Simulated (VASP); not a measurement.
GaN: single point with r2SCAN

The system is GaN.

```
Ga N
1.0
     4.55077    0.00143    0.03531
    -0.00143   -4.60214    0.09181
    -0.03531    0.09181   -4.46298
Ga N
4 4
Direct
  0.00709 0.50117 0.49826
  0.46776 0.99860 0.48324
  0.51878 0.49157 0.00947
  0.01710 0.01719 0.01127
  0.73515 0.74126 0.75527
  0.23551 0.25551 0.74304
  0.25339 0.74318 0.24518
  0.76522 0.25154 0.25427
```

This cell differs from its parent crystal: atoms moved at random and the cell strained at random.

| Item | Value |
| --- | --- |
| Program | VASP 6.6.1 |
| Task | single point |
| Functional | r2SCAN |
| Potentials or basis | VASP PAW PBE potentials, release 64 (Ga_d, N) |
| Cutoff | 520 eV |
| k mesh | 6 × 6 × 6 |
| Occupations | gaussian, width 0.05 eV |
| Spin | no spin polarisation |
| Dipole correction | no |
| Further INCAR settings | ALGO = Normal; EDIFF = 1e-06; NBANDS = 46 |

```yaml
Pressure: -1.8 GPa
Largest_force: 3.498 eV/Å
Band_gap_on_the_k_mesh: 1.52 eV
```

Forces in eV/Å, atoms in the order of the input:
```
Ga  -0.913 -1.217 -0.872
Ga   2.832 -0.483 -1.996
Ga  -0.377 -0.369  1.027
Ga  -1.261  1.651  1.416
N    0.864 -1.124  0.501
N    1.244  0.359 -0.694
N   -0.935  0.546  0.717
N   -1.455  0.638 -0.099
```

Stress tensor (GPa, compression positive):
```
-3.03 -0.44 -3.24
-0.44 -3.04  6.78
-3.24  6.78  0.72
```

Levels at points of the mesh, in eV from the valence-band top:
```csv
k point,band 32,band 33,band 34,band 35,band 36,band 37,band 38,band 39,band 40,band 41
"(0.00, 0.00, 0.00)",-2.75,-2.49,-0.35,-0.21,0.00,1.52,2.89,3.69,3.94,6.41
"(0.50, 0.00, 0.00)",-3.21,-2.26,-1.79,-1.54,-1.12,4.23,4.89,6.12,6.61,7.53
"(0.00, 0.50, 0.00)",-3.12,-1.92,-1.77,-1.51,-1.19,4.20,4.78,6.29,6.40,7.33
"(0.50, 0.50, 0.00)",-2.77,-1.84,-1.54,-1.04,-0.95,5.89,6.32,6.51,6.81,6.96
"(0.00, 0.00, 0.50)",-3.18,-2.15,-2.06,-1.42,-1.38,4.27,4.92,6.34,6.56,7.25
"(0.50, 0.00, 0.50)",-2.90,-1.54,-1.21,-1.07,-0.78,6.07,6.34,6.56,6.64,7.38
"(0.00, 0.50, 0.50)",-2.92,-1.78,-1.33,-1.03,-0.77,5.93,6.32,6.70,6.89,7.20
"(0.50, 0.50, 0.50)",-1.26,-1.12,-1.04,-0.77,-0.53,4.42,4.49,4.79,5.05,8.12
```

It took 28 min on 1 thread of Oxide Virtual Turin-like Processor (shared host), peak memory 0.43 GiB.

Caveat: the cell differs from its parent crystal (atoms moved at random and the cell strained at random); the PAW data sets were made with another functional, which shifts forces and pressure a little.
